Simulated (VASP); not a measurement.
Here is a VASP 6.6.1 calculation.

INCAR

```
PREC = Accurate ; ENCUT = 600
EDIFF = 1E-7 ; ISMEAR = -1
SIGMA = 0.03 ; LREAL = False
LASPH = True ; NELM = 60
ALGO = Normal ; ISIF = 3
LWAVE = False ; LCHARG = False
GGA = PS ; IBRION = 2
NSW = 100 ; EDIFFG = -0.01
```

KPOINTS

```
Automatic mesh
0
Gamma
  6 6 4
```

Contents of POSCAR:

```
ScAlH6
1.0
    3.4507352800      0.0000000000      0.0000000000
    0.0000000000      3.4507352800      0.0000000000
    0.0000000000      0.0000000000      6.8887702500
Sc Al H
1 1 6
Direct
    0.0000000000      0.0000000000      0.0000000000
    0.0000000000      0.0000000000      0.5000000000
    0.5000000000      0.5000000000      0.0000000000
    0.5000000000      0.5000000000      0.5000000000
    0.5000000000      0.0000000000      0.2569911300
    0.5000000000      0.0000000000      0.7430088700
    0.0000000000      0.5000000000      0.2569911300
    0.0000000000      0.5000000000      0.7430088700
```

Potentials or basis: VASP PAW PBE potentials, release 64 (Sc_sv, Al, H).

Run with:

```console
$ cat potpaw_PBE.64/Sc_sv/POTCAR potpaw_PBE.64/Al/POTCAR potpaw_PBE.64/H/POTCAR > POTCAR
$ mpirun -np 1 vasp_std > vasp.out
```

Task: Predict the relaxed volume.

Result: 6.36 Å³/atom.

Task: What does it give for the band gap on the k mesh?

Result: Zero (bands 10 and 11 overlap by 3.88 eV).

Task: Predict the space group after relaxing (to 0.1 Å).

Result: P4/mmm (No. 123).

Task: Predict the relaxed cell.

Result: a = 2.930 Å, b = 2.930 Å, c = 5.925 Å, α = 90.00°, β = 90.00°, γ = 90.00°.

Step by step:
| step | energy change (eV) | largest force (eV/Å) | pressure (GPa) | volume (Å³) |
| --- | --- | --- | --- | --- |
| 1 | 0.0000 | 0.2849 | -21.11 | 82.03 |
| 2 | -1.8843 | 0.1730 | -17.40 | 67.01 |
| 3 | -2.8045 | 0.0332 | -7.62 | 55.99 |
| 4 | -0.9355 | 0.5714 | 56.99 | 37.70 |
| 5 | -2.9093 | 0.0197 | -2.56 | 52.71 |
| 6 | -2.9185 | 0.0466 | -0.16 | 51.43 |
| 7 | -2.9171 | 0.0354 | -1.17 | 51.95 |
| 8 | -2.9289 | 0.0254 | -1.28 | 51.80 |
| 9 | -2.9443 | 0.0094 | -0.91 | 51.32 |
| 10 | -2.9447 | 0.0038 | -1.13 | 51.43 |
| 11 | -2.9449 | 0.0057 | -1.08 | 51.40 |
| 12 | -2.9466 | 0.0045 | 0.21 | 50.79 |
| 13 | -2.9467 | 0.0029 | 0.01 | 50.89 |

Caveat: the volume moved by over 15 % at a fixed basis, so the end points are rough; the PAW data sets were made with another functional, which shifts forces and pressure a little.
